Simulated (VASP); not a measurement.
A run of VASP 6.6.1:

The input INCAR:

```
SYSTEM = TaN
PREC     = Accurate       ! precision mode
ENCUT    = 600            ! plane-wave cutoff, eV
EDIFF    = 1E-6           ! SCF threshold, eV
ISMEAR   = -1             ! smearing method
SIGMA    = 0.05           ! smearing width, eV
LREAL    = .False.        ! projectors in reciprocal space
LASPH    = .True.         ! aspherical terms in the spheres
NELM     = 60             ! most SCF steps
ALGO     = Normal         ! electronic algorithm
ISIF     = 3              ! what is computed and relaxed
LWAVE    = .False.        ! write WAVECAR
LCHARG   = .False.        ! write CHGCAR
GGA      = CA             ! functional
IBRION   = 2              ! ionic algorithm
NSW      = 60             ! ionic steps
EDIFFG   = -0.01          ! ionic threshold
```

The input KPOINTS:

```
Automatic mesh
0
Gamma
  9 9 9
  0 0 0
```

POSCAR

```
TaN
1.0
    0.0000000000      2.4911437700      2.4911437700
    2.4911437700      0.0000000000      2.4911437700
    2.4911437700      2.4911437700      0.0000000000
Ta N
1 1
Direct
    0.0000000000      0.0000000000      0.0000000000
    0.2500000000      0.2500000000      0.2500000000
```

Potentials or basis: VASP PAW LDA potentials, release 64 (Ta_pv, N).

Command:

```bash
$ cat potpaw_LDA.64/Ta_pv/POTCAR potpaw_LDA.64/N/POTCAR > POTCAR
$ mpirun -np 1 vasp_std > vasp.out
```

Hardware: 1 thread of Intel Xeon 6975P-C, on a shared host.

**Question.** How long does it take, and how much memory?

**Answer.** It took 45 s on 1 thread of Intel Xeon 6975P-C, with other jobs on the host, peak memory 0.17 GiB. Counts: scf iterations 43, k points 35, ion steps 5.
